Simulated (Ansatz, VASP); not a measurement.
**One calculation of TiO2, two programs**

Contents of INCAR:

```
SYSTEM = TiO2
PREC = Accurate ; ENCUT = 520
EDIFF = 1E-6 ; ISMEAR = -1
SIGMA = 0.08 ; LREAL = .False.
LASPH = .True. ; NELM = 100
ALGO = Normal ; ISIF = 2
LWAVE = .False. ; LCHARG = .False.
GGA = CA ; NBANDS = 33
```

File KPOINTS:

```
regular mesh
0
Gamma
  13 13 13
  0 0 0
```

Contents of POSCAR:

```
TiO2
1.0
   -1.8925000000      1.8925000000      4.7570000000
    1.8925000000     -1.8925000000      4.7570000000
    1.8925000000      1.8925000000     -4.7570000000
Ti O
2 4
Direct
    0.0000000000      0.0000000000      0.0000000000
    0.7500000000      0.2500000000      0.5000000000
    0.2066000000      0.2066000000      0.0000000000
    0.9566000000      0.4566000000      0.5000000000
    0.5434000000      0.0434000000      0.5000000000
    0.7934000000      0.7934000000      0.0000000000
```

Input for Ansatz:

```yaml
crystal:
  lattice:
    - [-1.8925, 1.8925, 4.757]
    - [1.8925, -1.8925, 4.757]
    - [1.8925, 1.8925, -4.757]
  atoms:
    - { symbol: Ti, position: [0.0, 0.0, 0.0] }
    - { symbol: Ti, position: [0.75, 0.25, 0.5] }
    - { symbol: O, position: [0.2066, 0.2066, 0.0] }
    - { symbol: O, position: [0.9566, 0.4566, 0.5] }
    - { symbol: O, position: [0.5434, 0.0434, 0.5] }
    - { symbol: O, position: [0.7934, 0.7934, 0.0] }
kpoints:
  mp_grid: { grid: [13, 13, 13] }
  band_path:
    path:
      - [0.0, 0.0, 0.0]
      - [0.0, 0.0, 0.5]
      - [0.25, 0.25, 0.25]
      - [0.0, 0.5, 0.0]
      - [0.0, 0.0, 0.0]
      - [0.5, 0.5, -0.5]
      - [0.289568126, 0.710431874, -0.289568126]
      - [-0.289568126, 0.289568126, 0.289568126]
      - [0.0, 0.0, 0.0]
    npoints: 14
scf:
  occupations: { method: fermi_dirac, width: 0.08 }
hamiltonian:
  xc: lda
  pseudopotentials: { kind: all_electron, lapw: { basis_error: 0.001 } }
output:
  forces: true
  stress: true
  eigenvalues: true
  populations: true
  dos: { projected: true, de: 0.2, e_range: [-14, 8] }
```

Alike in both runs: task single point; functional LDA; k mesh 13 × 13 × 13; occupations fermi-dirac, width 0.08 eV; no spin polarisation.

|  | VASP | Ansatz |
| --- | --- | --- |
| version | VASP 6.6.1 | Ansatz 0.2.0 |
| potentials or method | VASP PAW LDA potentials, release 64 (Ti_sv, O), cutoff 520 eV | all-electron LAPW, scalar-relativistic |

Ansatz gave:

- pressure (GPa): -5.7
- traceless stress, the component that is largest in VASP (GPa): 2.27
- rms of the force components (eV/Å): 0.051

What did VASP give for the same quantities?

Pressure (GPa): -4.8; traceless stress, the component that is largest in VASP (GPa): 2.37; rms of the force components (eV/Å): 0.066.

LDA's correlation is that of Perdew and Zunger in VASP and of Perdew and Wang (1992) in Ansatz. Atom by atom the forces differ by 0.015 eV/Å (rms over components). Ansatz ran all-electron here, and VASP with PAW potentials.
